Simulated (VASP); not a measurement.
# Cs (Pm-3m) in VASP: further runs

Runs on Cs. Level: PBEsol. Tasks: single point.

Everything below comes from runs of VASP 6.6.1. Logs are shortened: lines on timing, memory, paths and dates and some standing lists are left out, and cuts for length are marked.

## Step 1: The cell of the first run

The structure is cubic, space group Pm-3m (No. 221). The conventional cell has a = 3.627 Å, b = 3.627 Å, c = 3.627 Å, α = 90.00°, β = 90.00°, γ = 90.00°. Within 4.8 Å of Cs (site symmetry m-3m) lie 6 Cs at 3.63 Å.

## Step 2: Single point, PBEsol (volume scaled by 0.4)

Input file INCAR:

```
SYSTEM = Cs
PREC = Accurate ; ENCUT = 520
EDIFF = 1E-6 ; ISMEAR = -1
SIGMA = 0.08 ; LREAL = .False.
LASPH = .True. ; NELM = 80
ALGO = Normal ; ISIF = 2
LWAVE = .False. ; LCHARG = .True.
GGA = PS ; LELF = .True.
LVHAR = .True. ; NBANDS = 10
```

Input file KPOINTS:

```
regular mesh
0
Gamma
  8 8 8
  0 0 0
```

Input file POSCAR:

```
Cs
1.0
    3.6269970383      0.0000000000      0.0000000000
    0.0000000000      3.6269970383      0.0000000000
    0.0000000000      0.0000000000      3.6269970383
Cs
1
Direct
    0.0000000000      0.0000000000      0.0000000000
```

Potentials or basis: VASP PAW PBE potentials, release 64 (Cs_sv).

Command:

```console
$ cat potpaw_PBE.64/Cs_sv/POTCAR > POTCAR
$ mpirun -np 1 vasp_std > vasp.out
```

OUTCAR:

```text
SYSTEM = Cs
   PREC = Accurate
   ENCUT = 520
   EDIFF = 1E-6
   ISMEAR = -1
   LREAL = .False.
   LASPH = .True.
   NELM = 80
   ISIF = 2
   GGA = PS

 ion  position               nearest neighbor table
   1  0.000  0.000  0.000-

  LATTYP: Found a simple cubic cell.
 ALAT       =     3.6269970383

  Lattice vectors:

 A1 = (   3.6269970383,   0.0000000000,   0.0000000000)
 A2 = (   0.0000000000,   3.6269970383,   0.0000000000)
 A3 = (   0.0000000000,   0.0000000000,   3.6269970383)

Analysis of symmetry for initial positions (statically):
=====================================================================
 Subroutine PRICEL returns:
 Original cell was already a primitive cell.

 Routine SETGRP: Setting up the symmetry group for a
 simple cubic supercell.

 Subroutine GETGRP returns: Found 48 space group operations
[... 9 lines left out ...]

 Routine SETGRP: Setting up the symmetry group for a
 simple cubic supercell.

 Subroutine GETGRP returns: Found 48 space group operations
[... 11 lines left out ...]
                                     Primitive cell

  volume of cell :      47.7135

  direct lattice vectors                    reciprocal lattice vectors
     3.626997038  0.000000000  0.000000000     0.275710178  0.000000000  0.000000000
     0.000000000  3.626997038  0.000000000     0.000000000  0.275710178  0.000000000
     0.000000000  0.000000000  3.626997038     0.000000000  0.000000000  0.275710178

  length of vectors
     3.626997038  3.626997038  3.626997038     0.275710178  0.275710178  0.275710178

  position of ions in fractional coordinates (direct lattice)
     0.000000000  0.000000000  0.000000000

  ion indices of the primitive-cell ions
   primitive index   ion index
                 1           1

----------------------------------------------------------------------------------------

 KPOINTS: regular mesh

Automatic generation of k-mesh.
 Grid dimensions read from file:
 generate k-points for:    8    8    8

 Generating k-lattice:

  Cartesian coordinates                     Fractional coordinates (reciprocal lattice)
     0.034463772  0.000000000  0.000000000     0.125000000  0.000000000  0.000000000
     0.000000000  0.034463772  0.000000000     0.000000000  0.125000000  0.000000000
     0.000000000  0.000000000  0.034463772     0.000000000  0.000000000  0.125000000

[... 49 lines left out ...]
   ICHARG =      2    charge: 1-file 2-atom 10-const
   ISPIN  =      1    spin polarized calculation?
   LNONCOLLINEAR =      F non collinear calculations
   LSORBIT =      F    spin-orbit coupling
   LASPH  =      T    aspherical Exc in radial PAW
   ENCUT  =  520.0 eV  38.22 Ry    6.18 a.u.   6.74  6.74  6.74*2*pi/ulx,y,z
   NELM   =     80;   NELMIN=  2; NELMDL= -5     # of ELM steps
   EDIFF  = 0.1E-05   stopping-criterion for ELM
   LREAL  =      F    real-space projection
   EDIFFG = 0.1E-04   stopping-criterion for IOM
   NSW    =      0    number of steps for IOM
   IBRION =     -1    ionic relax: 0-MD 1-quasi-New 2-CG
   NFREE  =      0    steps in history (QN), initial steepest desc. (CG)
   ISIF   =      2    stress and relaxation
   ISYM   =      2    0-nonsym 1-usesym 2-fastsym
   POTIM  = 0.5000    time-step for ionic-motion
   TEBEG  =    0.0;   TEEND  =   0.0 temperature during run
   PSTRESS=    0.0 pullay stress
   NELECT =       9.0000    total number of electrons
   NUPDOWN=      -1.0000    fix difference up-down
   EMIN   =  10.00;   EMAX   =-10.00  energy-range for DOS
   EFERMI =   0.00;   METHOD = LEGACY
   ISMEAR =    -1;   SIGMA  =   0.08  broadening in eV -4-tet -1-fermi 0-gaus
   EFERMI_NEDOS =   21; number of points for ismear=-14 and -15
   IALGO  =     38    algorithm
   IMIX   =      4    mixing-type and parameters
     AMIX     =   0.40;   BMIX     =  1.00
     AMIX_MAG =   1.60;   BMIX_MAG =  1.00
  volume/ion in A,a.u.               =      47.71       321.99
  Fermi-wavevector in a.u.,A,eV,Ry     =   0.938876  1.774219 11.993387  0.881489
  Thomas-Fermi vector in A             =   2.066132
   LORBIT       =      0    0 simple, 1 ext, 2 COOP (PROOUT), +10 PAW based schemes
   GGA     = PS    functional components
   LHFCALC =     F    Hartree Fock is set to
   AEXX    =    0.0000 exact exchange contribution
   IVDW    =     0    specifies the selected vdW correction
   LEPSILON=     F    determine dielectric tensor
   LRPA    =     F    only Hartree local field effects (RPA)
 non-spin polarized calculation
  energy-cutoff  :      520.00
  volume of cell :       47.71
 maximum number of plane-waves:      1328
 NGX is ok and might be reduce to    28
   NGX = 13   NGY = 13   NGZ = 13

 number of electron       9.0000000 magnetization

 Free energy of the ion-electron system (eV)
  ---------------------------------------------------
  ext. energy  EPLUGINS =         0.00000000
  ---------------------------------------------------
  free energy    TOTEN  =        -0.39222990 eV

  energy without entropy =       -0.35899507  energy(sigma->0) =       -0.37561249

 E-fermi :   3.5082     XC(G=0):  -8.3728

 val. band max:        3.5078963429   @ k =   0.2500   0.2500   0.0000
 cond. band min:       3.5426902294   @ k =   0.5000   0.2500   0.0000
 fundamental gap:      0.0347938866
 Fermi energy:         3.5081689948

 k-point     1 :       0.0000    0.0000    0.0000
  band No.  band energies     occupation
      1     -20.6695      2.00000
      2      -6.3739      2.00000
      3      -6.3739      2.00000
      4      -6.3739      2.00000
      5       1.6106      2.00000
      6       4.2420      0.00021
      7       4.2420      0.00021
      8      11.5257      0.00000
      9      11.5257      0.00000
     10      11.5257      0.00000
[... 287 lines left out ...]
 k-point    24 :       0.5000    0.3750    0.1250
  band No.  band energies     occupation
      1     -20.1646      2.00000
      2      -8.1127      2.00000
      3      -7.8121      2.00000
      4      -6.2811      2.00000
      5       2.7154      1.99990
      6       6.1040      0.00000
      7       6.5375      0.00000
      8       7.2365      0.00000
      9      10.2167      0.00000
     10      10.7824      0.00000

 [... further k-points ...]
[... 5 lines left out ...]
  --------------------------------------------------------------------------------------
  -------------------------------------------------------------------------------------
  Total        0.9600297      0.9600297      0.9600297     -0.0000000     -0.0000000      0.0000000
  in kB       32.2369282     32.2369282     32.2369282     -0.0000000     -0.0000000      0.0000000
  external PRESSURE =      32.2369282 kB  Pullay stress =       0.0000000 kB

 VOLUME and BASIS-vectors are now :
 -----------------------------------------------------------------------------
  energy-cutoff  :      520.00
  volume of cell :       47.71
      direct lattice vectors                 reciprocal lattice vectors
     3.626997038  0.000000000  0.000000000     0.275710178  0.000000000  0.000000000
     0.000000000  3.626997038  0.000000000     0.000000000  0.275710178  0.000000000
     0.000000000  0.000000000  3.626997038     0.000000000  0.000000000  0.275710178

 POSITION                                       TOTAL-FORCE (eV/Angst)
 -----------------------------------------------------------------------------------
      0.00000      0.00000      0.00000         0.000000      0.000000      0.000000
 -----------------------------------------------------------------------------------
    total drift:                                0.000000      0.000000      0.000000

  FREE ENERGIE OF THE ION-ELECTRON SYSTEM (eV)
  ---------------------------------------------------
  free  energy   TOTEN  =        -0.3922299037 eV

  energy  without entropy=       -0.3589950676  energy(sigma->0) =       -0.37561249
```

Run time: 19 s. Hardware: 1 thread of Intel Xeon 6975P-C, shared host; peak memory 0.15 GiB.

Results:

```
Free energy : -0.3922 eV
Pressure    : 3.2 GPa
```

Caveat: the PAW data sets were made with another functional, which shifts forces and pressure a little; spin-orbit coupling is left out, which moves the levels of the heavy elements.

## Step 3: Single point, PBEsol (volume scaled by 0.4)

Input file INCAR:

```
ALGO = Normal
EDIFF = 1E-6
ENCUT = 520
GGA = PS
ISIF = 2
ISMEAR = -1
LASPH = True
LCHARG = False
LREAL = False
LWAVE = False
NBANDS = 10
NELM = 100
PREC = Accurate
SIGMA = 0.08
```

Input file KPOINTS:

```
k-points
0
Gamma
  8 8 8
```

POSCAR is that of step 2.

Potentials or basis: VASP PAW PBE potentials, release 64 (Cs_sv).

Command:

```console
$ cat potpaw_PBE.64/Cs_sv/POTCAR > POTCAR
$ mpirun -np 1 vasp_std > vasp.out
```

OUTCAR:

```text
EDIFF = 1E-6
   ENCUT = 520
   GGA = PS
   ISIF = 2
   ISMEAR = -1
   LASPH = True
   LREAL = False
   NELM = 100
   PREC = Accurate

 ion  position               nearest neighbor table
   1  0.000  0.000  0.000-

  LATTYP: Found a simple cubic cell.
 ALAT       =     3.6269970383

  Lattice vectors:

 A1 = (   3.6269970383,   0.0000000000,   0.0000000000)
 A2 = (   0.0000000000,   3.6269970383,   0.0000000000)
 A3 = (   0.0000000000,   0.0000000000,   3.6269970383)

Analysis of symmetry for initial positions (statically):
=====================================================================
 Subroutine PRICEL returns:
 Original cell was already a primitive cell.

 Routine SETGRP: Setting up the symmetry group for a
 simple cubic supercell.

 Subroutine GETGRP returns: Found 48 space group operations
[... 9 lines left out ...]

 Routine SETGRP: Setting up the symmetry group for a
 simple cubic supercell.

 Subroutine GETGRP returns: Found 48 space group operations
[... 11 lines left out ...]
                                     Primitive cell

  volume of cell :      47.7135

  direct lattice vectors                    reciprocal lattice vectors
     3.626997038  0.000000000  0.000000000     0.275710178  0.000000000  0.000000000
[... 131 lines left out ...]

 E-fermi :   3.5082     XC(G=0):  -8.3728

 val. band max:        3.5078963429   @ k =   0.2500   0.2500   0.0000
 cond. band min:       3.5426902294   @ k =   0.5000   0.2500   0.0000
 fundamental gap:      0.0347938866
 Fermi energy:         3.5081689948

 k-point     1 :       0.0000    0.0000    0.0000
  band No.  band energies     occupation
      1     -20.6695      2.00000
      2      -6.3739      2.00000
      3      -6.3739      2.00000
      4      -6.3739      2.00000
      5       1.6106      2.00000
      6       4.2420      0.00021
      7       4.2420      0.00021
      8      11.5257      0.00000
      9      11.5257      0.00000
     10      11.5257      0.00000
[... 287 lines left out ...]
 k-point    24 :       0.5000    0.3750    0.1250
  band No.  band energies     occupation
      1     -20.1646      2.00000
      2      -8.1127      2.00000
      3      -7.8121      2.00000
      4      -6.2811      2.00000
      5       2.7154      1.99990
      6       6.1040      0.00000
      7       6.5375      0.00000
      8       7.2365      0.00000
      9      10.2167      0.00000
     10      10.7824      0.00000

 [... further k-points ...]
[... 5 lines left out ...]
  --------------------------------------------------------------------------------------
  -------------------------------------------------------------------------------------
  Total        0.9600297      0.9600297      0.9600297     -0.0000000     -0.0000000      0.0000000
  in kB       32.2369282     32.2369282     32.2369282     -0.0000000     -0.0000000      0.0000000
  external PRESSURE =      32.2369282 kB  Pullay stress =       0.0000000 kB

 VOLUME and BASIS-vectors are now :
 -----------------------------------------------------------------------------
  energy-cutoff  :      520.00
  volume of cell :       47.71
      direct lattice vectors                 reciprocal lattice vectors
     3.626997038  0.000000000  0.000000000     0.275710178  0.000000000  0.000000000
     0.000000000  3.626997038  0.000000000     0.000000000  0.275710178  0.000000000
     0.000000000  0.000000000  3.626997038     0.000000000  0.000000000  0.275710178

 POSITION                                       TOTAL-FORCE (eV/Angst)
 -----------------------------------------------------------------------------------
      0.00000      0.00000      0.00000         0.000000      0.000000      0.000000
 -----------------------------------------------------------------------------------
    total drift:                                0.000000      0.000000      0.000000

  FREE ENERGIE OF THE ION-ELECTRON SYSTEM (eV)
  ---------------------------------------------------
  free  energy   TOTEN  =        -0.3922299037 eV

  energy  without entropy=       -0.3589950676  energy(sigma->0) =       -0.37561249
```

OSZICAR:

```text
N       E                     dE             d eps       ncg     rms          rms(c)
DAV:   1     0.461632327749E+02    0.46163E+02   -0.37015E+03   700   0.709E+02
DAV:   2     0.233398092689E+01   -0.43829E+02   -0.42199E+02   892   0.124E+02
DAV:   3    -0.423087470624E+00   -0.27571E+01   -0.27516E+01   808   0.328E+01
DAV:   4    -0.440122318920E+00   -0.17035E-01   -0.17031E-01   864   0.309E+00
DAV:   5    -0.440174728694E+00   -0.52410E-04   -0.52409E-04   814   0.169E-01    0.704E-01
DAV:   6    -0.405174018910E+00    0.35001E-01   -0.38605E-02   766   0.946E-01    0.345E-01
DAV:   7    -0.392523143071E+00    0.12651E-01   -0.37863E-02   740   0.940E-01    0.120E-01
DAV:   8    -0.392237031419E+00    0.28611E-03   -0.36823E-04   810   0.146E-01    0.119E-02
DAV:   9    -0.392233084164E+00    0.39473E-05   -0.58290E-06   856   0.143E-02    0.656E-03
DAV:  10    -0.392229756174E+00    0.33280E-05   -0.99298E-07   732   0.772E-03    0.107E-03
DAV:  11    -0.392229903742E+00   -0.14757E-06   -0.82510E-09   404   0.664E-04
   1 F= -.39222990E+00 E0= -.37561249E+00  d E =-.332348E-01
```

Wall time 19 s (1 thread of Intel Xeon 6975P-C, shared host); peak memory 0.16 GiB.

Results:

```
Free energy : -0.3922 eV
Pressure    : 3.2 GPa
```

Caveat: the PAW data sets were made with another functional, which shifts forces and pressure a little; spin-orbit coupling is left out, which moves the levels of the heavy elements.
